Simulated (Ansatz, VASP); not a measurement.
**Two plane-wave programs on HgPt**

The input INCAR:

```
  PREC = Accurate
  ENCUT = 430
  EDIFF = 1E-8
  ISMEAR = -1
  SIGMA = 0.05
  LREAL = F
  LASPH = T
  NELM = 120
  ALGO = Normal
  ISIF = 2
  LWAVE = F
  LCHARG = F
  LEFG = T
  NBANDS = 26
  GGA_COMPAT = F
```

Contents of KPOINTS:

```
Automatic mesh
0
Gamma
  12 12 9
```

File POSCAR:

```
HgPt
1.0
    2.8642180253      0.0000000000      0.0000000000
    0.0000000000      2.8642180253      0.0000000000
    0.0000000000      0.0000000000      3.7773836587
Hg Pt
1 1
Direct
    0.0000000000      0.0000000000      0.0000000000
    0.5000000000      0.5000000000      0.5000000000
```

Input for Ansatz:

```yaml
crystal:
  lattice:
    - [2.8642180253, 0.0, 0.0]
    - [0.0, 2.8642180253, 0.0]
    - [0.0, 0.0, 3.7773836587]
  atoms:
    - { symbol: Hg, position: [0.0, 0.0, 0.0] }
    - { symbol: Pt, position: [0.5, 0.5, 0.5] }
kpoints:
  mp_grid: { grid: [12, 12, 9] }
  band_path:
    path:
      - [0.0, 0.0, 0.0]
      - [0.0, 0.5, 0.0]
      - [0.5, 0.5, 0.0]
      - [0.0, 0.0, 0.0]
      - [0.0, 0.0, 0.5]
      - [0.0, 0.5, 0.5]
      - [0.5, 0.5, 0.5]
      - [0.0, 0.0, 0.5]
      - [0.0, 0.5, 0.0]
    npoints: 6
scf:
  occupations: { method: fermi_dirac, width: 0.05 }
hamiltonian:
  xc: lda
  pseudopotentials: { kind: paw }
output:
  forces: true
  stress: true
  eigenvalues: true
  efg: { contact_densities: true }
  populations: true
  write_density: true
  write_potential: true
  elf: true
  volumetric_format: npy
```

Change from the starting cell: volume scaled by 0.85, PAW files.

Alike in both runs: task electric field gradients; functional LDA; k mesh 12 × 12 × 9; occupations fermi-dirac, width 0.05 eV; no spin polarisation.

|  | VASP | Ansatz |
| --- | --- | --- |
| version | VASP 6.6.1 | Ansatz 0.2.0 |
| potentials or method | VASP PAW LDA potentials, release 64 (Hg_sv_GW, Pt_sv_GW) | PAW with Ansatz's default frozen-core files, scalar-relativistic |
| plane-wave cutoff (eV) | 430 | 420 |
| valence electrons in the cell | 38 | 38 |

VASP gave:

```
size of Vzz on the site where it differs most (V/Å²) : 143.7
```

Q: What did Ansatz give for the same quantities?

A: Size of Vzz on the site where it differs most (V/Å²): 117.2.

LDA's correlation is that of Perdew and Zunger in VASP and of Perdew and Wang (1992) in Ansatz.

Neither program's run includes spin-orbit coupling.
